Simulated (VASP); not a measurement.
# Ge6MoW2 (Fmmm) in VASP: single point with PBE

Aim: the single point of Ge6MoW2 with PBE.

Program: VASP 6.6.1. These are calculated values, not measurements. Logs are shortened: lines on timing, memory, paths and dates and some standing lists are left out, and cuts for length are marked.

### 1 The cell of the first run

Symmetry: Fmmm, No. 69, orthorhombic system. The conventional cell has a = 5.048 Å, b = 8.808 Å, c = 15.145 Å, α = 90.00°, β = 90.00°, γ = 90.00°. Within 3.8 Å of Ge (site symmetry m) lie 9 Ge at 2.92 to 3.57 Å and 1 Mo at 2.92 Å and 4 W at 2.92 to 2.94 Å. Within 3.8 Å of Ge (site symmetry m2m) lie 9 Ge at 2.92 to 3.57 Å and 3 Mo at 2.92 to 2.94 Å and 2 W at 2.92 Å. Within 3.8 Å of Mo (site symmetry mmm) lie 10 Ge at 2.92 to 2.94 Å and 4 W at 3.57 Å. W (site symmetry mm2) has 10 Ge at 2.92 to 2.94 Å and 2 W at 3.57 Å and 2 Mo at 3.57 Å within 3.8 Å.

### 2 Single point, PBE

INCAR

```
ALGO     = Normal         # electronic algorithm
EDIFF    = 1E-7           # SCF threshold, eV
ENCUT    = 520            # plane-wave cutoff, eV
GGA      = PE             # functional
ISIF     = 2              # what is computed and relaxed
ISMEAR   = 0              # smearing method
LASPH    = T              # aspherical terms in the spheres
LCHARG   = F              # write CHGCAR
LREAL    = F              # projectors in reciprocal space
LWAVE    = F              # write WAVECAR
NBANDS   = 73             # bands
NELM     = 80             # most SCF steps
PREC     = Accurate       # precision mode
SIGMA    = 0.1            # smearing width, eV
```

KPOINTS

```
k-points
0
Gamma
  4 4 4
```

POSCAR

```
Ge6MoW2
1.0
    0.0000000000      4.4040048300      7.5723756400
    2.5241252100      0.0000000000      7.5723756400
    2.5241252100      4.4040048300      0.0000000000
Ge Mo W
6 1 2
Direct
    0.1666333300      0.5000333400      0.4999666600
    0.4999666600      0.8333666700      0.1666333300
    0.8332999900      0.1667000100      0.8332999900
    0.5000333400      0.1666333300      0.8333666700
    0.8333666700      0.4999666600      0.5000333400
    0.1667000100      0.8332999900      0.1667000100
    0.5000000000      0.5000000000      0.5000000000
    0.8333333300      0.8333333300      0.1666666700
    0.1666666700      0.1666666700      0.8333333300
```

Potentials or basis: VASP PAW PBE potentials, release 64 (Ge_d, Mo_sv, W_sv).

Command:

```sh
> cat potpaw_PBE.64/Ge_d/POTCAR potpaw_PBE.64/Mo_sv/POTCAR potpaw_PBE.64/W_sv/POTCAR > POTCAR
> mpirun -np 1 vasp_std > vasp.out
```

OUTCAR:

```text
EDIFF = 1E-7
   ENCUT = 520
   GGA = PE
   ISIF = 2
   ISMEAR = 0
   LASPH = T
   LREAL = F
   NELM = 80
   PREC = Accurate

 ion  position               nearest neighbor table
   1  0.167  0.500  0.500-   6 2.92   4 2.92   4 2.92   5 2.92   7 2.92   9 2.92   8 2.92   8 2.92
                             8 2.94
   2  0.500  0.833  0.167-   6 2.92   5 2.92   5 2.92   4 2.92   7 2.92   8 2.92   9 2.92   9 2.92
                             9 2.94
   3  0.833  0.167  0.833-   6 2.92   6 2.92   4 2.92   5 2.92   7 2.92   7 2.92   8 2.92   9 2.92
                             7 2.94
   4  0.500  0.167  0.833-   3 2.92   1 2.92   1 2.92   2 2.92   7 2.92   9 2.92   8 2.92   8 2.92
                             8 2.94
   5  0.833  0.500  0.500-   3 2.92   2 2.92   2 2.92   1 2.92   7 2.92   8 2.92   9 2.92   9 2.92
                             9 2.94
   6  0.167  0.833  0.167-   3 2.92   3 2.92   1 2.92   2 2.92   7 2.92   7 2.92   8 2.92   9 2.92
                             7 2.94
   7  0.500  0.500  0.500-   1 2.92   2 2.92   4 2.92   5 2.92   6 2.92   6 2.92   3 2.92   3 2.92
                             3 2.94   6 2.94
   8  0.833  0.833  0.167-   2 2.92   5 2.92   4 2.92   4 2.92   1 2.92   1 2.92   3 2.92   6 2.92
                             1 2.94   4 2.94
   9  0.167  0.167  0.833-   1 2.92   4 2.92   5 2.92   5 2.92   2 2.92   2 2.92   3 2.92   6 2.92
                             5 2.94   2 2.94

  LATTYP: Found a face centered orthorhombic cell.
 ALAT       =     5.0482504200
 B/A-ratio  =     1.7447648051
 C/A-ratio  =     3.0000000040

  Lattice vectors:

 A1 = (   0.0000000000,   4.4040048300,   7.5723756400)
 A2 = (   2.5241252100,   0.0000000000,   7.5723756400)
 A3 = (   2.5241252100,   4.4040048300,   0.0000000000)

Analysis of symmetry for initial positions (statically):
=====================================================================
 Subroutine PRICEL returns:
 Original cell was already a primitive cell.

 Routine SETGRP: Setting up the symmetry group for a
 face centered orthorhombic supercell.

 Subroutine GETGRP returns: Found  8 space group operations
 (whereof  8 operations were pure point group operations)
 out of a pool of  8 trial point group operations.

The static configuration has the point symmetry D_2h.

Analysis of symmetry for dynamics (positions and initial velocities):
=====================================================================
 Subroutine PRICEL returns:
 Original cell was already a primitive cell.

 Routine SETGRP: Setting up the symmetry group for a
 face centered orthorhombic supercell.

 Subroutine GETGRP returns: Found  8 space group operations
 (whereof  8 operations were pure point group operations)
 out of a pool of  8 trial point group operations.

The dynamic configuration has the point symmetry D_2h.

 Subroutine INISYM returns: Found  8 space group operations
 (whereof  8 operations are pure point group operations),
 and found     1 'primitive' translations

----------------------------------------------------------------------------------------

                                     Primitive cell

  volume of cell :     168.3530

  direct lattice vectors                    reciprocal lattice vectors
     0.000000000  4.404004830  7.572375640    -0.198088430  0.113533027  0.066029477
     2.524125210  0.000000000  7.572375640     0.198088430 -0.113533027  0.066029477
     2.524125210  4.404004830  0.000000000     0.198088430  0.113533027 -0.066029477

  length of vectors
     8.759916174  7.981984773  5.076068027     0.237673444  0.237673444  0.237673444

  position of ions in fractional coordinates (direct lattice)
     0.166633330  0.500033340  0.499966660
     0.499966660  0.833366670  0.166633330
     0.833299990  0.166700010  0.833299990
     0.500033340  0.166633330  0.833366670
     0.833366670  0.499966660  0.500033340
     0.166700010  0.833299990  0.166700010
     0.500000000  0.500000000  0.500000000
     0.833333330  0.833333330  0.166666670
     0.166666670  0.166666670  0.833333330

  ion indices of the primitive-cell ions
   primitive index   ion index
                 1           1
                 2           2
                 3           3
                 4           4
                 5           5
                 6           6
                 7           7
                 8           8
                 9           9

----------------------------------------------------------------------------------------

 KPOINTS: k-points

Automatic generation of k-mesh.
 Grid dimensions read from file:
 generate k-points for:    4    4    4

 Generating k-lattice:

  Cartesian coordinates                     Fractional coordinates (reciprocal lattice)
    -0.049522108  0.028383257  0.016507369     0.250000000  0.000000000  0.000000000
     0.049522108 -0.028383257  0.016507369    -0.000000000  0.250000000 -0.000000000
     0.049522108  0.028383257 -0.016507369     0.000000000  0.000000000  0.250000000

  Length of vectors
     0.059418361  0.059418361  0.059418361

  Shift w.r.t. Gamma in fractional coordinates (k-lattice)
     0.000000000  0.000000000  0.000000000

 Subroutine IBZKPT returns following result:
 ===========================================

 Found     18 irreducible k-points:

 Following reciprocal coordinates:
            Coordinates               Weight
  0.000000  0.000000  0.000000      1.000000
  0.250000 -0.000000  0.000000      8.000000
  0.500000 -0.000000  0.000000      4.000000
  0.250000  0.250000  0.000000      2.000000
  0.500000  0.250000  0.000000      8.000000
 -0.250000  0.250000 -0.000000      4.000000
[... 10 lines left out ...]
 -0.250000  0.250000  0.500000      2.000000
  0.000000  0.500000  0.500000      1.000000
   k-points           NKPTS =     18   k-points in BZ     NKDIM =     18   number of bands    NBANDS=     73
   number of dos      NEDOS =    301   number of ions     NIONS =      9
   total plane-waves  NPLWV = 168000
   dimension x,y,z NGX =    70 NGY =   60 NGZ =   40
   dimension x,y,z NGXF=   140 NGYF=  120 NGZF=   80
   ions per type =               6   1   2
   NGX,Y,Z   is equivalent  to a cutoff of  13.28, 12.50, 13.10 a.u.
   NGXF,Y,Z  is equivalent  to a cutoff of  26.57, 24.99, 26.20 a.u.
 SYSTEM =  unknown system
   PREC   = accura    normal or accurate (medium, high low for compatibility)
   ISTART =      0    job   : 0-new  1-cont  2-samecut
   ICHARG =      2    charge: 1-file 2-atom 10-const
   ISPIN  =      1    spin polarized calculation?
   LNONCOLLINEAR =      F non collinear calculations
   LSORBIT =      F    spin-orbit coupling
   LASPH  =      T    aspherical Exc in radial PAW
   ENCUT  =  520.0 eV  38.22 Ry    6.18 a.u.  16.29 14.84  9.44*2*pi/ulx,y,z
   NELM   =     80;   NELMIN=  2; NELMDL= -5     # of ELM steps
   EDIFF  = 0.1E-06   stopping-criterion for ELM
   LREAL  =      F    real-space projection
   EDIFFG = 0.1E-05   stopping-criterion for IOM
   NSW    =      0    number of steps for IOM
   IBRION =     -1    ionic relax: 0-MD 1-quasi-New 2-CG
   NFREE  =      0    steps in history (QN), initial steepest desc. (CG)
   ISIF   =      2    stress and relaxation
   ISYM   =      2    0-nonsym 1-usesym 2-fastsym
   POTIM  = 0.5000    time-step for ionic-motion
   TEBEG  =    0.0;   TEEND  =   0.0 temperature during run
   PSTRESS=    0.0 pullay stress
   NELECT =     126.0000    total number of electrons
   NUPDOWN=      -1.0000    fix difference up-down
   EMIN   =  10.00;   EMAX   =-10.00  energy-range for DOS
   EFERMI =   0.00;   METHOD = LEGACY
   ISMEAR =     0;   SIGMA  =   0.10  broadening in eV -4-tet -1-fermi 0-gaus
   EFERMI_NEDOS =   21; number of points for ismear=-14 and -15
   IALGO  =     38    algorithm
   IMIX   =      4    mixing-type and parameters
     AMIX     =   0.40;   BMIX     =  1.00
     AMIX_MAG =   1.60;   BMIX_MAG =  1.00
  volume/ion in A,a.u.               =      18.71       126.23
  Fermi-wavevector in a.u.,A,eV,Ry     =   1.486362  2.808818 30.058990  2.209273
  Thomas-Fermi vector in A             =   2.599658
   LORBIT       =      0    0 simple, 1 ext, 2 COOP (PROOUT), +10 PAW based schemes
   GGA     = PE    functional components
   LHFCALC =     F    Hartree Fock is set to
   AEXX    =    0.0000 exact exchange contribution
   IVDW    =     0    specifies the selected vdW correction
   LEPSILON=     F    determine dielectric tensor
   LRPA    =     F    only Hartree local field effects (RPA)
 non-spin polarized calculation
 Gauss-broadening in eV      SIGMA  =   0.10
  energy-cutoff  :      520.00
  volume of cell :      168.35
 maximum number of plane-waves:      4568
 NGX is ok and might be reduce to    70
   NGX = 33   NGY = 29   NGZ = 19

 number of electron     126.0000002 magnetization

 Free energy of the ion-electron system (eV)
  ---------------------------------------------------
  ext. energy  EPLUGINS =         0.00000000
  ---------------------------------------------------
  free energy    TOTEN  =       -61.50964688 eV

  energy without entropy =      -61.49360168  energy(sigma->0) =      -61.50162428

 E-fermi :   7.5297     XC(G=0): -11.7783

 val. band max:        7.5023040775   @ k =   0.2500   0.2500   0.0000
 cond. band min:       7.5674966276   @ k =   0.5000   0.2500   0.2500
 fundamental gap:      0.0651925501
 Fermi energy:         7.5296571231

 k-point     1 :       0.0000    0.0000    0.0000
  band No.  band energies     occupation
      1     -66.7929      2.00000
      2     -66.7915      2.00000
      3     -53.5188      2.00000
      4     -30.9488      2.00000
      5     -30.9433      2.00000
      6     -30.9236      2.00000
[... 65 lines left out ...]
     72      10.1286      0.00000
     73      10.2493      0.00000

 k-point     2 :       0.2500   -0.0000    0.0000
  band No.  band energies     occupation
      1     -66.7927      2.00000
      2     -66.7917      2.00000
      3     -53.5188      2.00000
      4     -30.9498      2.00000
      5     -30.9461      2.00000
      6     -30.9212      2.00000
[... 1208 lines left out ...]
 k-point    18 :       0.0000    0.5000    0.5000
  band No.  band energies     occupation
      1     -66.7929      2.00000
      2     -66.7916      2.00000
      3     -53.5188      2.00000
      4     -30.9490      2.00000
      5     -30.9429      2.00000
      6     -30.9237      2.00000
[... 65 lines left out ...]
     72      10.4666      0.00000
     73      10.8595      0.00000

------------------------ aborting loop because EDIFF is reached ----------------------------------------

  FORCE on cell =-STRESS in cart. coord.  units (eV):
  Direction    XX          YY          ZZ          XY          YZ          ZX
  --------------------------------------------------------------------------------------
  -------------------------------------------------------------------------------------
  Total      -21.8234426    -23.7876709    -21.0503922      0.0000000      0.0000000      0.0000000
  in kB     -207.6887710   -226.3818875   -200.3318255      0.0000000      0.0000000      0.0000000
  external PRESSURE =    -211.4674947 kB  Pullay stress =       0.0000000 kB

 VOLUME and BASIS-vectors are now :
 -----------------------------------------------------------------------------
  energy-cutoff  :      520.00
  volume of cell :      168.35
      direct lattice vectors                 reciprocal lattice vectors
     0.000000000  4.404004830  7.572375640    -0.198088430  0.113533027  0.066029477
     2.524125210  0.000000000  7.572375640     0.198088430 -0.113533027  0.066029477
     2.524125210  4.404004830  0.000000000     0.198088430  0.113533027 -0.066029477

 POSITION                                       TOTAL-FORCE (eV/Angst)
 -----------------------------------------------------------------------------------
      2.52413      2.93571      5.04825         0.000000      0.767947     -0.025962
      2.52413      2.93571     10.09650         0.000000      0.767947      0.025962
      2.52413      7.33971      7.57238         0.000000      0.779329      0.000000
      2.52413      5.87230      5.04825         0.000000     -0.767947     -0.025962
      2.52413      5.87230     10.09650         0.000000     -0.767947      0.025962
      2.52413      1.46830      7.57238         0.000000     -0.779329      0.000000
      2.52413      4.40400      7.57238         0.000000      0.000000      0.000000
      2.52413      4.40400     12.62063         0.000000      0.000000      0.039149
      2.52413      4.40400      2.52413         0.000000      0.000000     -0.039149
 -----------------------------------------------------------------------------------
    total drift:                               -0.000000     -0.000000      0.000000

  FREE ENERGIE OF THE ION-ELECTRON SYSTEM (eV)
  ---------------------------------------------------
  free  energy   TOTEN  =       -61.5096468754 eV

  energy  without entropy=      -61.4936016785  energy(sigma->0) =      -61.50162428
```

It took 9.2 min on 1 thread of Intel Xeon 6975P-C, shared host; peak memory 0.53 GiB.

Results:

- Free energy: -61.5096 eV
- Pressure: -21.1 GPa
- Largest force: 0.779 eV/Å
- Band gap on the k mesh: zero (band 63 reaches 8.05 eV, above the bottom of band 64 at 6.94 eV)

Forces on the atoms (eV/Å):
```
Ge   0.000  0.768 -0.026
Ge   0.000  0.768  0.026
Ge   0.000  0.779  0.000
Ge   0.000 -0.768 -0.026
Ge   0.000 -0.768  0.026
Ge   0.000 -0.779  0.000
Mo   0.000  0.000  0.000
W    0.000  0.000  0.039
W    0.000  0.000 -0.039
```

Caveat: the k points lie up to 0.37 Å⁻¹ apart; spin-orbit coupling is left out, which moves the levels of the heavy elements.
